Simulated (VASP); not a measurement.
Set up this calculation in VASP 6.6.1, as the native input.

```
Task                   : single point
Functional             : LDA
Potentials or basis    : VASP PAW LDA potentials, release 64 (Mg)
Cutoff                 : 520 eV
k mesh                 : 19 × 19 × 19
Occupations            : fermi-dirac, width 0.03 eV
Spin                   : no spin polarisation
Dipole correction      : no
Further INCAR settings : ALGO = Normal; EDIFF = 1e-06; NBANDS = 7
```

The structure of Mg lies in POSCAR:

```
Mg
1.0
   -1.4912650000      1.4912650000      1.4765000000
    1.4912650000     -1.4912650000      1.4765000000
    1.4912650000      1.4912650000     -1.4765000000
Mg
1
Direct
    0.0000000000      0.0000000000      0.0000000000
```

This isn't the form of Mg at room conditions, which is hcp.

This cell differs from its parent crystal: equal xx and yy strain of +1 %.

One way to write it, as run:

INCAR

```
PREC = Accurate
ENCUT = 520
EDIFF = 1E-6
ISMEAR = -1
SIGMA = 0.03
LREAL = False
LASPH = True
NELM = 60
ALGO = Normal
ISIF = 2
LWAVE = False
LCHARG = False
GGA = CA
NBANDS = 7
```

KPOINTS

```
regular mesh
0
Gamma
  19 19 19
```

Potentials or basis: VASP PAW LDA potentials, release 64 (Mg).

Run with:

```bash
$ cat potpaw_LDA.64/Mg/POTCAR > POTCAR
$ mpirun -np 1 vasp_std > vasp.out
```

Results of the run:

```yaml
Pressure: 51.7 GPa
Band_gap_on_the_k_mesh: zero (bands 1 and 2 overlap by 4.39 eV)
```

Caveat: the cell differs from its parent crystal (equal xx and yy strain of +1 %); the cell stands under pressure.

It took 20 s on 1 thread of Intel(R) Xeon(R) Platinum 8488C (Sapphire Rapids) (shared host), peak memory 0.16 GiB.
